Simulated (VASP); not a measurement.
The system is CoO.

```
Co O
1.0
     0.00000    2.27124    2.27124
     2.27124    0.00000    2.27124
     2.27124    2.27124    0.00000
Co O
1 1
Cartesian
  0.0000 0.0000 0.0000
  1.1356 1.1356 1.1356
```

- Program: VASP 6.6.1
- Task: relaxation of cell and atoms
- Functional: r2SCAN
- Potentials or basis: VASP PAW PBE potentials, release 64 (Co, O)
- Cutoff: 600 eV
- k mesh: 14 × 14 × 14
- Occupations: gaussian, width 0.02 eV
- Spin: no spin polarisation

At the start: pressure -22.5 GPa; volume 11.72 Å³/atom.

Where does the relaxation end?

Over 6 steps the energy falls by 132.3 meV/atom and the volume is 10.09 Å³/atom (-13.9 %); space group F-43m (No. 216, to 0.1 Å) before and after.

The path:
| step | energy change (eV) | largest force (eV/Å) | pressure (GPa) | volume (Å³) |
| --- | --- | --- | --- | --- |
| 1 | 0.0000 | 0.0000 | -22.51 | 23.43 |
| 2 | -0.1216 | 0.0000 | 26.57 | 18.28 |
| 3 | -0.2645 | 0.0000 | -0.25 | 20.21 |
| 4 | -0.2645 | 0.0000 | 0.37 | 20.15 |
| 5 | -0.2645 | 0.0000 | -0.40 | 20.21 |
| 6 | -0.2646 | 0.0000 | -0.01 | 20.17 |

Final structure:
```
CELL_PARAMETERS angstrom
0.00000 2.16069 2.16069
2.16069 0.00000 2.16069
2.16069 2.16069 0.00000
ATOMIC_POSITIONS crystal
Co 0.00000 0.00000 0.00000
O 0.25000 0.25000 0.25000
```

Caveat: the PAW data sets were made with another functional, which shifts forces and pressure a little; an odd number of electrons without spin polarisation forces a metal; a magnetic or distorted state may lie lower; the run has no spin polarisation, though such a crystal can be magnetic.
